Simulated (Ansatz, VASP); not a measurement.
# One calculation of BN, two programs

```
B N
1.0
    -2.54101    0.00000    0.00000
    -1.27051   -2.20058    0.00000
    -3.49402   -2.01727   12.60989
B N
6 6
Direct
  0.45670 0.45670 0.22904
  0.15114 0.15114 0.56238
  0.84557 0.84557 0.89571
  0.27615 0.27615 0.06238
  0.97059 0.97059 0.39571
  0.66502 0.66502 0.72904
  0.57113 0.57113 0.10422
  0.26556 0.26556 0.43756
  0.95999 0.95999 0.77089
  0.47388 0.47388 0.93756
  0.08501 0.08501 0.27089
  0.77944 0.77944 0.60422
```

Alike in both runs: task single point; functional PBEsol; k mesh 10 × 10 × 2; occupations gaussian, width 0.05 eV; no spin polarisation.

|  | VASP | Ansatz |
| --- | --- | --- |
| version | VASP 6.6.1 | Ansatz 0.2.0 |
| potentials or method | VASP PAW PBE potentials, release 64 (B, N), cutoff 600 eV | scalar-relativistic, plane waves, PAW |
| valence electrons in the cell | 48 | 48 |

|  | VASP | Ansatz | Ansatz less VASP |
| --- | --- | --- | --- |
| gap on the k mesh at the Fermi level (eV) | 4.92 | 4.93 | +0.016 |
| least direct gap on the mesh (eV) | 7.85 | 7.86 | +0.006 |
| pressure (GPa) | 0.3 | -0.1 | -0.32 |
| traceless stress, the component that is largest in VASP (GPa) | -8.46 | -8.45 | +0.005 |
| rms of the force components (eV/Å) | 0.453 | 0.454 | +0.0008 |

VASP's potentials were made for PBE, not for PBEsol. Atom by atom the forces differ by 0.003 eV/Å (rms over components).
